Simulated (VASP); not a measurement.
# Zn3Se (Im-3m) in VASP: further runs, part 2 of 2

VASP 6.6.1. The steps go on from the part before.

## (4) Relaxation of cell and atoms, PBE

Contents of INCAR:

```
SYSTEM = Zn3Se
  PREC = Accurate
  ENCUT = 600
  EDIFF = 1E-7
  ISMEAR = 0
  SIGMA = 0.1
  LREAL = .False.
  LASPH = .True.
  NELM = 80
  ALGO = Normal
  ISIF = 3
  LWAVE = .False.
  LCHARG = .False.
  GGA = PE
  IBRION = 2
  NSW = 90
  EDIFFG = -0.04
```

Contents of KPOINTS:

```
regular mesh
0
Gamma
  6 6 6
  0 0 0
```

Contents of POSCAR:

```
Zn3Se
1.0
   -2.6121495100      2.6121495100      2.6121495100
    2.6121495100     -2.6121495100      2.6121495100
    2.6121495100      2.6121495100     -2.6121495100
Zn Se
3 1
Direct
    0.0000000000      0.5000000000      0.5000000000
    0.5000000000      0.0000000000      0.5000000000
    0.5000000000      0.5000000000      0.0000000000
    0.0000000000      0.0000000000      0.0000000000
```

Launch:

```console
> cat potpaw_PBE.64/Zn/POTCAR potpaw_PBE.64/Se/POTCAR > POTCAR
> mpirun -np 1 vasp_std > vasp.out
```

Wall time 80 s (1 thread of Intel Xeon Platinum 8488C (Sapphire Rapids), shared host); peak memory 0.22 GiB.

Results (log left out):

- Free energy: -6.3064 eV
- Relaxed volume: 20.01 Å³/atom
- Relaxed cell: a = 4.703 Å, b = 4.703 Å, c = 4.703 Å, α = 109.47°, β = 109.47°, γ = 109.47°
- Space group after relaxing (to 0.1 Å): Im-3m (No. 229)
- Energy gained by relaxing: 39.4 meV/atom
- Ionic steps: 3
- Pressure after relaxing: -0.1 GPa
- Band gap on the k mesh: zero (bands 21 and 22 overlap by 1.60 eV)

The path:
| step | energy change (eV) | largest force (eV/Å) | pressure (GPa) | volume (Å³) |
| --- | --- | --- | --- | --- |
| 1 | 0.0000 | 0.0000 | 6.55 | 71.29 |
| 2 | -0.1563 | 0.0000 | 0.50 | 79.08 |
| 3 | -0.1576 | 0.0000 | -0.05 | 80.06 |

Final structure:
```
CELL_PARAMETERS angstrom
-2.71508 2.71508 2.71508
2.71508 -2.71508 2.71508
2.71508 2.71508 -2.71508
ATOMIC_POSITIONS crystal
Zn 0.00000 0.50000 0.50000
Zn 0.50000 0.00000 0.50000
Zn 0.50000 0.50000 0.00000
Se 0.00000 0.00000 0.00000
```

Levels at points of the mesh, in eV from the Fermi level:
```csv
k point,band 18,band 19,band 20,band 21,band 22,band 23,band 24,band 25
"(0.00, 0.00, 0.00)",-3.09,-3.09,-3.09,1.37,1.37,1.37,1.44,1.44
"(0.50, 0.00, 0.00)",-3.48,-3.33,-3.05,0.11,1.31,1.50,3.56,3.86
"(0.50, 0.50, 0.50)",-4.57,-4.57,-3.40,-3.40,2.25,2.25,2.25,4.63
```

## (5) Single point, PBE

This run uses another cell than the first one, of 19.85 Å³/atom.

Contents of INCAR:

```
ALGO = Normal
EDIFF = 1E-6
ENCUT = 520
GGA = PE
ISIF = 2
ISMEAR = 0
LASPH = T
LCHARG = F
LREAL = F
LWAVE = F
NBANDS = 29
NELM = 60
PREC = Accurate
SIGMA = 0.1
```

Contents of KPOINTS:

```
k-points
0
Gamma
  12 12 12
```

Contents of POSCAR:

```
Zn3Se
1.0
   -2.7077981989      2.7077981989      2.7077981989
    2.7077981989     -2.7077981989      2.7077981989
    2.7077981989      2.7077981989     -2.7077981989
Zn Se
3 1
Direct
    0.0000000000      0.5000000000      0.5000000000
    0.5000000000      0.0000000000      0.5000000000
    0.5000000000      0.5000000000      0.0000000000
    0.0000000000      0.0000000000      0.0000000000
```

Launch:

```console
> cat potpaw_PBE.64/Zn/POTCAR potpaw_PBE.64/Se/POTCAR > POTCAR
> mpirun -np 1 vasp_std > vasp.out
```

Wall time 2.6 min (1 thread of Intel Xeon Platinum 8488C (Sapphire Rapids), shared host); peak memory 0.29 GiB.

Results (log left out):

* Free energy: -6.3378 eV
* Pressure: 0.2 GPa
* Band gap on the k mesh: zero (bands 21 and 22 overlap by 2.19 eV)

Levels at points of the mesh, in eV from the Fermi level:
```csv
k point,band 19,band 20,band 21,band 22,band 23,band 24
"(0.00, 0.00, 0.00)",-3.23,-3.23,1.27,1.27,1.27,1.38
"(0.50, 0.00, 0.00)",-3.47,-3.17,-0.01,1.22,1.41,3.47
"(0.50, 0.50, 0.50)",-4.73,-3.50,-3.50,2.16,2.16,2.16
```

## (6) Relaxation of cell and atoms, PBE

This run uses another cell than the first one, of 19.79 Å³/atom.

Contents of INCAR:

```
  PREC = Accurate
  ENCUT = 600
  EDIFF = 1E-6
  ISMEAR = 0
  SIGMA = 0.1
  LREAL = False
  LASPH = True
  NELM = 60
  ALGO = Normal
  ISIF = 3
  LWAVE = False
  LCHARG = False
  GGA = PE
  IBRION = 2
  NSW = 100
  EDIFFG = -0.01
```

Contents of KPOINTS:

```
regular mesh
0
Gamma
  12 12 12
```

Contents of POSCAR:

```
Zn3Se
1.0
   -2.7050318291      2.7050318291      2.7050318291
    2.7050318291     -2.7050318291      2.7050318291
    2.7050318291      2.7050318291     -2.7050318291
Zn Se
3 1
Direct
    0.0000000000      0.5000000000      0.5000000000
    0.5000000000      0.0000000000      0.5000000000
    0.5000000000      0.5000000000      0.0000000000
    0.0000000000      0.0000000000      0.0000000000
```

Potentials or basis: VASP PAW PBE potentials, release 64 (Zn, Se).

Launch:

```console
> cat potpaw_PBE.64/Zn/POTCAR potpaw_PBE.64/Se/POTCAR > POTCAR
> mpirun -np 1 vasp_std > vasp.out
```

Wall time 4.3 min (1 thread of Intel Xeon Platinum 8488C (Sapphire Rapids), shared host); peak memory 0.35 GiB.

Results (log left out):

- Free energy: -6.3373 eV
- Relaxed volume: 19.89 Å³/atom
- Relaxed cell: a = 4.693 Å, b = 4.693 Å, c = 4.693 Å, α = 109.47°, β = 109.47°, γ = 109.47°
- Space group after relaxing (to 0.1 Å): Im-3m (No. 229)
- Energy gained by relaxing: 0.1 meV/atom
- Ionic steps: 2
- Pressure after relaxing: 0.0 GPa
- Band gap on the k mesh: zero (bands 21 and 22 overlap by 2.19 eV)

Step by step:
| step | energy change (eV) | largest force (eV/Å) | pressure (GPa) | volume (Å³) |
| --- | --- | --- | --- | --- |
| 1 | 0.0000 | 0.0000 | 0.27 | 79.17 |
| 2 | -0.0004 | 0.0000 | 0.01 | 79.56 |

Final structure:
```cif
data_structure
_symmetry_space_group_name_H-M 'P 1'
_symmetry_Int_Tables_number 1
_cell_length_a 4.6929
_cell_length_b 4.6929
_cell_length_c 4.6929
_cell_angle_alpha 109.471
_cell_angle_beta 109.471
_cell_angle_gamma 109.471
_cell_volume 79.56
loop_
_atom_site_label
_atom_site_type_symbol
_atom_site_fract_x
_atom_site_fract_y
_atom_site_fract_z
_atom_site_occupancy
Zn1 Zn 0.00000 0.50000 0.50000 1
Zn2 Zn 0.50000 0.00000 0.50000 1
Zn3 Zn 0.50000 0.50000 0.00000 1
Se1 Se 0.00000 0.00000 0.00000 1
```

Levels at points of the mesh, in eV from the Fermi level:
```csv
k point,band 18,band 19,band 20,band 21,band 22,band 23,band 24,band 25
"(0.00, 0.00, 0.00)",-3.22,-3.22,-3.22,1.27,1.27,1.27,1.37,1.37
"(0.50, 0.00, 0.00)",-3.59,-3.46,-3.17,-0.01,1.22,1.41,3.47,3.76
"(0.50, 0.50, 0.50)",-4.72,-4.72,-3.50,-3.50,2.15,2.15,2.15,4.59
```

## (7) Overview

```csv
task,cell,k mesh,cutoff (eV),gap on the mesh (eV),pressure (GPa),relaxed volume (Å³/atom)
single point,"a = 4.524 Å, angles 109.5°, 4 atoms",6 × 6 × 6,520,none,6.6,-
single point,"a = 4.685 Å, angles 109.5°, 4 atoms",6 × 6 × 6,520,none,0.5,-
relaxation of cell and atoms,"relaxed from a = 4.524 Å, angles 109.5°, 4 atoms",6 × 6 × 6,600,none,-0.1,20.01
single point,"a = 4.690 Å, angles 109.5°, 4 atoms",12 × 12 × 12,520,none,0.2,-
relaxation of cell and atoms,"relaxed from a = 4.685 Å, angles 109.5°, 4 atoms",12 × 12 × 12,600,none,0.0,19.89
```

Alike in all rows: level PBE; potentials or basis VASP PAW PBE potentials, release 64 (Zn, Se); no spin polarisation; smearing gaussian 0.1 eV.

Caveats: the cell stands under pressure (at least some runs).

Total energies depend on the potentials used, so only differences within one code and one set of settings carry meaning.
